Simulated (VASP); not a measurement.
BaS: single point with HSE06

The system is BaS.

```
Ba S
1.0
     0.00000    3.21191    3.21191
     3.21191    0.00000    3.21191
     3.21191    3.21191    0.00000
Ba S
1 1
Direct
  0.00000 0.00000 0.00000
  0.50000 0.50000 0.50000
```

```
Program             : VASP 6.6.1
Task                : single point
Functional          : HSE06
Potentials or basis : VASP PAW PBE potentials, release 64 (Ba_sv, S)
Cutoff              : 520 eV
k mesh              : 4 × 4 × 4
Occupations         : gaussian, width 0.01 eV
Spin                : no spin polarisation
```

```json
{"Pressure": "0.2 GPa", "Band gap on the k mesh": "3.05 eV (least direct gap 3.21 eV)"}
```

Levels at points of the mesh, in eV from the valence-band top:
```tsv
k point	band 6	band 7	band 8	band 9	band 10	band 11
(0.00, 0.00, 0.00)	0.00	0.00	0.00	4.50	4.91	4.91
(0.50, 0.00, 0.00)	-2.03	-1.12	-1.12	6.60	6.64	7.48
(0.50, 0.50, 0.00)	-0.61	-0.17	-0.17	3.05	7.05	7.09
```

Wall time 5.5 min on 1 thread of Intel(R) Xeon(R) Platinum 8488C (Sapphire Rapids) (shared host), peak memory 0.32 GiB.

Caveat: the k points lie up to 0.42 Å⁻¹ apart; the PAW data sets were made with another functional, which shifts forces and pressure a little; spin-orbit coupling is left out, which moves the levels of the heavy elements. A k mesh can miss the band edges.
